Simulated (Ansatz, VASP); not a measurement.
**One calculation of Zr4B, two programs**

```
CELL_PARAMETERS angstrom
3.36711 0.00000 0.00000
-1.68355 2.91600 0.00000
0.00000 0.00000 10.49746
ATOMIC_POSITIONS crystal
Zr 0.33333 0.66667 0.87237
Zr 0.33333 0.66667 0.38488
Zr 0.66667 0.33333 0.12763
Zr 0.66667 0.33333 0.61512
B 0.00000 0.00000 0.00000
```

Change from the starting cell: species swapped into the Co4H type (P-3m1, No. 164).

Alike in both runs: functional PBE; k mesh 12 × 12 × 4; occupations gaussian, width 0.1 eV; no spin polarisation.

Ansatz relaxed the structure, and its values are those at the end. VASP's run is a single point on that final structure, the one shown.

|  | VASP | Ansatz |
| --- | --- | --- |
| version | VASP 6.6.1 | Ansatz 0.2.0 |
| potentials or method | VASP PAW PBE potentials, release 64 (Zr_sv, B), cutoff 520 eV | scalar-relativistic, plane waves, PAW |
| valence electrons in the cell | 51 | 51 |

```tsv
	VASP	Ansatz	Ansatz less VASP
gap on the k mesh at the Fermi level (eV)	none	none	-
pressure (GPa)	0.0	0.0	-0.04
```

A gap of «none» marks a metal or a gap that the smearing closes. With one functional, cell and mesh, what is left measures potentials, basis and numerics.
